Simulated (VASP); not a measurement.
TiTe2:

```
CELL_PARAMETERS angstrom
3.79038 0.00000 0.00000
-1.89519 3.28257 0.00000
0.00000 0.00000 6.55589
ATOMIC_POSITIONS crystal
Ti 0.00000 0.00000 0.00000
Te 0.66667 0.33333 0.25780
Te 0.33333 0.66667 0.74220
```

Base run:

| Property | Result |
| --- | --- |
| Program | VASP 6.6.1 |
| Functional | PBE |
| Dispersion | D4 |
| Potentials or basis | VASP PAW PBE potentials, release 64 (Ti_sv, Te) |
| Cutoff | 520 eV |
| k mesh | 6 × 6 × 4 |
| Occupations | fermi-dirac, width 0.02 eV |
| Spin | no spin polarisation |

Its results: band gap on the k mesh zero (band 12 reaches 7.01 eV, above the bottom of band 13 at 6.39 eV); pressure -1.4 GPa; largest force 0.115 eV/Å.

Problem. The run is repeated on the same cell with these changes: dispersion from D4 to none. What comes out?

Solution. Band gap on the k mesh zero (band 12 reaches 7.01 eV, above the bottom of band 13 at 6.39 eV); pressure 0.8 GPa; largest force 0.126 eV/Å.

Dispersion adds attraction, which lowers the pressure at fixed volume and, as a term added to the energy, leaves the levels alone.

Caveats: spin-orbit coupling is left out, which moves the levels of the heavy elements; this functional lacks dispersion, which binds the layers, so the pressure and a relaxed spacing across them are unreliable (some runs).
